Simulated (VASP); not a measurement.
# Au (Pm-3m) in VASP: further runs, part 2 of 2

VASP 6.6.1. Earlier steps stand in the parts before.

## (5) Single point, PBE

This run uses another cell than the first one: it holds 6 atoms, not 3.

Contents of INCAR:

```
SYSTEM = Au
ALGO = Fast
EDIFF = 1E-6
ENCUT = 520
GGA = PE
ISIF = 2
ISMEAR = 0
LASPH = .TRUE.
LCHARG = .FALSE.
LREAL = .FALSE.
LWAVE = .FALSE.
NBANDS = 42
NELM = 100
PREC = Accurate
SIGMA = 0.2
```

Contents of KPOINTS:

```
k-points
0
G
  6 6 4
  0 0 0
```

Contents of POSCAR:

```
Au
1.0
   -3.9819548375      0.0000000000      0.0000000000
    0.0000000000      0.0000000000     -3.9819548375
    0.0000000000     -7.9639096750      0.0000000000
Au
6
Direct
    0.5000000000      0.0000000000      0.5000000000
    0.5000000000      0.0000000000      0.0000000000
    1.0000000000      1.0000000000      0.7500000000
    0.0000000000      1.0000000000      0.2500000000
    0.0000000000      0.5000000000      1.0000000000
    1.0000000000      0.5000000000      0.5000000000
```

Potentials or basis: VASP PAW PBE potentials, release 64 (Au).

Started as:

```bash
$ cat potpaw_PBE.64/Au/POTCAR > POTCAR
$ mpirun -np 1 vasp_std > vasp.out
```

OUTCAR:

```text
SYSTEM = Au
   EDIFF = 1E-6
   ENCUT = 520
   GGA = PE
   ISIF = 2
   ISMEAR = 0
   LASPH = .TRUE.
   LREAL = .FALSE.
   NELM = 100
   PREC = Accurate

 ion  position               nearest neighbor table
   1  0.500  0.000  0.500-   3 2.82   4 2.82   6 2.82   6 2.82   3 2.82   4 2.82   6 2.82   6 2.82

   2  0.500  0.000  0.000-   3 2.82   4 2.82   5 2.82   5 2.82   3 2.82   4 2.82   5 2.82   5 2.82

   3  0.000  0.000  0.750-   1 2.82   2 2.82   5 2.82   6 2.82   5 2.82   6 2.82   1 2.82   2 2.82

   4  0.000  0.000  0.250-   1 2.82   2 2.82   5 2.82   6 2.82   5 2.82   6 2.82   1 2.82   2 2.82

   5  0.000  0.500  0.000-   2 2.82   3 2.82   4 2.82   2 2.82   3 2.82   4 2.82   2 2.82   2 2.82

   6  0.000  0.500  0.500-   1 2.82   3 2.82   4 2.82   1 2.82   3 2.82   4 2.82   1 2.82   1 2.82

  LATTYP: Found a simple tetragonal cell.
 ALAT       =     3.9819548375
 C/A-ratio  =     2.0000000000

  Lattice vectors:

 A1 = (  -3.9819548375,   0.0000000000,   0.0000000000)
 A2 = (   0.0000000000,   0.0000000000,  -3.9819548375)
 A3 = (   0.0000000000,  -7.9639096750,   0.0000000000)

Analysis of symmetry for initial positions (statically):
=====================================================================
 Subroutine PRICEL returns following result:

  LATTYP: Found a simple cubic cell.
 ALAT       =     3.9819548375

  Lattice vectors:

 A1 = (  -3.9819548375,   0.0000000000,   0.0000000000)
 A2 = (   0.0000000000,   0.0000000000,  -3.9819548375)
 A3 = (   0.0000000000,  -3.9819548375,   0.0000000000)

   2 primitive cells build up your supercell.

 Routine SETGRP: Setting up the symmetry group for a
 simple tetragonal supercell.

 Subroutine GETGRP returns: Found 16 space group operations
 (whereof 16 operations were pure point group operations)
 out of a pool of 16 trial point group operations.

The static configuration has the point symmetry D_4h.

Analysis of symmetry for dynamics (positions and initial velocities):
=====================================================================
 Subroutine PRICEL returns following result:

  LATTYP: Found a simple cubic cell.
 ALAT       =     3.9819548375

  Lattice vectors:

 A1 = (  -3.9819548375,   0.0000000000,   0.0000000000)
 A2 = (   0.0000000000,   0.0000000000,  -3.9819548375)
 A3 = (   0.0000000000,  -3.9819548375,   0.0000000000)

   2 primitive cells build up your supercell.

 Routine SETGRP: Setting up the symmetry group for a
 simple tetragonal supercell.

 Subroutine GETGRP returns: Found 16 space group operations
 (whereof 16 operations were pure point group operations)
 out of a pool of 16 trial point group operations.

The dynamic configuration has the point symmetry D_4h.

 Subroutine INISYM returns: Found 16 space group operations
 (whereof 16 operations are pure point group operations),
 and found     2 'primitive' translations

----------------------------------------------------------------------------------------

                                     Primitive cell

[... 35 lines left out ...]

  Length of vectors
     0.041855489  0.041855489  0.031391617

  Shift w.r.t. Gamma in fractional coordinates (k-lattice)
     0.000000000  0.000000000  0.000000000

 Subroutine IBZKPT returns following result:
 ===========================================

 Found     30 irreducible k-points:

 Following reciprocal coordinates:
            Coordinates               Weight
  0.000000  0.000000  0.000000      1.000000
  0.166667  0.000000  0.000000      4.000000
  0.333333  0.000000  0.000000      4.000000
  0.500000  0.000000  0.000000      2.000000
  0.166667  0.166667  0.000000      4.000000
  0.333333  0.166667  0.000000      8.000000
[... 16 lines left out ...]
  0.333333  0.000000  0.500000      4.000000
  0.500000  0.000000  0.500000      2.000000
 [... further k-points ...]
   k-points           NKPTS =     30   k-points in BZ     NKDIM =     30   number of bands    NBANDS=     42
   number of dos      NEDOS =    301   number of ions     NIONS =      6
   total plane-waves  NPLWV =  54000
   dimension x,y,z NGX =    30 NGY =   30 NGZ =   60
   dimension x,y,z NGXF=    60 NGYF=   60 NGZF=  120
   ions per type =               6
   NGX,Y,Z   is equivalent  to a cutoff of  12.52, 12.52, 12.52 a.u.
   NGXF,Y,Z  is equivalent  to a cutoff of  25.05, 25.05, 25.05 a.u.
 SYSTEM =  Au
   PREC   = accura    normal or accurate (medium, high low for compatibility)
   ISTART =      0    job   : 0-new  1-cont  2-samecut
   ICHARG =      2    charge: 1-file 2-atom 10-const
   ISPIN  =      1    spin polarized calculation?
   LNONCOLLINEAR =      F non collinear calculations
   LSORBIT =      F    spin-orbit coupling
   LASPH  =      T    aspherical Exc in radial PAW
   ENCUT  =  520.0 eV  38.22 Ry    6.18 a.u.   7.40  7.40 14.81*2*pi/ulx,y,z
   NELM   =    100;   NELMIN=  2; NELMDL= -5     # of ELM steps
   EDIFF  = 0.1E-05   stopping-criterion for ELM
   LREAL  =      F    real-space projection
   EDIFFG = 0.1E-04   stopping-criterion for IOM
   NSW    =      0    number of steps for IOM
   IBRION =     -1    ionic relax: 0-MD 1-quasi-New 2-CG
   NFREE  =      0    steps in history (QN), initial steepest desc. (CG)
   ISIF   =      2    stress and relaxation
   ISYM   =      2    0-nonsym 1-usesym 2-fastsym
   POTIM  = 0.5000    time-step for ionic-motion
   TEBEG  =    0.0;   TEEND  =   0.0 temperature during run
   PSTRESS=    0.0 pullay stress
   NELECT =      66.0000    total number of electrons
   NUPDOWN=      -1.0000    fix difference up-down
   EMIN   =  10.00;   EMAX   =-10.00  energy-range for DOS
   EFERMI =   0.00;   METHOD = LEGACY
   ISMEAR =     0;   SIGMA  =   0.20  broadening in eV -4-tet -1-fermi 0-gaus
   EFERMI_NEDOS =   21; number of points for ismear=-14 and -15
   IALGO  =     68    algorithm
   IMIX   =      4    mixing-type and parameters
     AMIX     =   0.40;   BMIX     =  1.00
     AMIX_MAG =   1.60;   BMIX_MAG =  1.00
  volume/ion in A,a.u.               =      21.05       142.02
  Fermi-wavevector in a.u.,A,eV,Ry     =   1.318712  2.492004 23.660534  1.739000
  Thomas-Fermi vector in A             =   2.448662
   LORBIT       =      0    0 simple, 1 ext, 2 COOP (PROOUT), +10 PAW based schemes
   GGA     = PE    functional components
   LHFCALC =     F    Hartree Fock is set to
   AEXX    =    0.0000 exact exchange contribution
   IVDW    =     0    specifies the selected vdW correction
   LEPSILON=     F    determine dielectric tensor
   LRPA    =     F    only Hartree local field effects (RPA)
 non-spin polarized calculation
 RMM-DIIS sequential band-by-band and
 Gauss-broadening in eV      SIGMA  =   0.20
  energy-cutoff  :      520.00
  volume of cell :      126.28
 maximum number of plane-waves:      3434
 NGX is ok and might be reduce to    30

 number of electron      66.0000017 magnetization

 Free energy of the ion-electron system (eV)
  ---------------------------------------------------
  ext. energy  EPLUGINS =         0.00000000
  ---------------------------------------------------
  free energy    TOTEN  =       -18.87660266 eV

  energy without entropy =      -18.84767367  energy(sigma->0) =      -18.86213817

 E-fermi :   6.2380     XC(G=0): -11.2406

 val. band max:        6.1635594909   @ k =   0.5000   0.1667   0.2500
 cond. band min:       6.2479548596   @ k =   0.3333   0.3333   0.0000
 fundamental gap:      0.0843953688
 Fermi energy:         6.2380351182

 k-point     1 :       0.0000    0.0000    0.0000
  band No.  band energies     occupation
      1      -2.1969      2.00000
      2      -0.5718      2.00000
      3       0.2662      2.00000
      4       0.5574      2.00000
      5       0.5574      2.00000
      6       0.5690      2.00000
[... 1069 lines left out ...]
     41      15.6049      0.00000
     42      15.8509      0.00000

 [... further k-points ...]
[... 5 lines left out ...]
  --------------------------------------------------------------------------------------
  -------------------------------------------------------------------------------------
  Total       -0.0094458     -0.4147595     -0.0094458     -0.0000000      0.0000000      0.0000000
  in kB       -0.1198483     -5.2624493     -0.1198483     -0.0000000      0.0000000      0.0000000
  external PRESSURE =      -1.8340486 kB  Pullay stress =       0.0000000 kB

 VOLUME and BASIS-vectors are now :
 -----------------------------------------------------------------------------
  energy-cutoff  :      520.00
  volume of cell :      126.28
      direct lattice vectors                 reciprocal lattice vectors
    -3.981954838  0.000000000  0.000000000    -0.251132934  0.000000000  0.000000000
     0.000000000  0.000000000 -3.981954838     0.000000000  0.000000000 -0.251132934
     0.000000000 -7.963909675  0.000000000     0.000000000 -0.125566467  0.000000000

 POSITION                                       TOTAL-FORCE (eV/Angst)
 -----------------------------------------------------------------------------------
     -1.99098     -3.98195      0.00000        -0.000000      0.000000     -0.000000
     -1.99098      0.00000      0.00000        -0.000000      0.000000     -0.000000
      0.00000     -5.97293      0.00000         0.000000     -0.000000     -0.000000
      0.00000     -1.99098      0.00000         0.000000      0.000000     -0.000000
      0.00000      0.00000     -1.99098         0.000000      0.000000      0.000000
      0.00000     -3.98195     -1.99098         0.000000      0.000000      0.000000
 -----------------------------------------------------------------------------------
    total drift:                               -0.000000     -0.000000     -0.000000

  FREE ENERGIE OF THE ION-ELECTRON SYSTEM (eV)
  ---------------------------------------------------
  free  energy   TOTEN  =       -18.8766026605 eV

  energy  without entropy=      -18.8476736713  energy(sigma->0) =      -18.86213817
```

stdout:

```text
POSCAR found type information on POSCAR Au
 POSCAR found :  1 types and       6 ions
 scaLAPACK will be used
 LDA part: xc-table for (Slater+PW92), standard interpolation
 POSCAR, INCAR and KPOINTS ok, starting setup
 FFT: planning ... GRIDC
 FFT: planning ... GRID_SOFT
 FFT: planning ... GRID
 WAVECAR not read
 entering main loop
```

Wall time 2.6 min (1 thread of Intel Xeon Platinum 8259CL at 2.50GHz (Skylake/Cascade Lake), shared host); peak memory 0.28 GiB.

Results:

| Item | Value |
| --- | --- |
| Free energy | -18.8766 eV |
| Pressure | -0.2 GPa |
| Band gap on the k mesh | zero (band 33 reaches 7.51 eV, above the bottom of band 34 at 4.97 eV) |

Caveat: spin-orbit coupling is left out, which moves the levels of the heavy elements.

## (6) The runs side by side

| cell | k mesh | smearing | gap on the mesh (eV) | pressure (GPa) |
| --- | --- | --- | --- | --- |
| a = 3.859 Å, 3 atoms | 12 × 12 × 12 | gaussian 0.1 eV | none | 13.5 |
| a = 3.901 Å, 3 atoms | 12 × 12 × 12 | gaussian 0.1 eV | none | 8.0 |
| a = 3.942 Å, 3 atoms | 12 × 12 × 12 | gaussian 0.1 eV | none | 3.5 |
| a = 3.982, b = 3.982, c = 7.964 Å, 6 atoms | 6 × 6 × 4 | gaussian 0.2 eV | none | -0.2 |

Alike in all rows: task single point; level PBE; potentials or basis VASP PAW PBE potentials, release 64 (Au); no spin polarisation; cutoff (eV) 520.

Caveats: spin-orbit coupling is left out, which moves the levels of the heavy elements.

Total energies depend on the potentials used, so only differences within one code and one set of settings carry meaning.
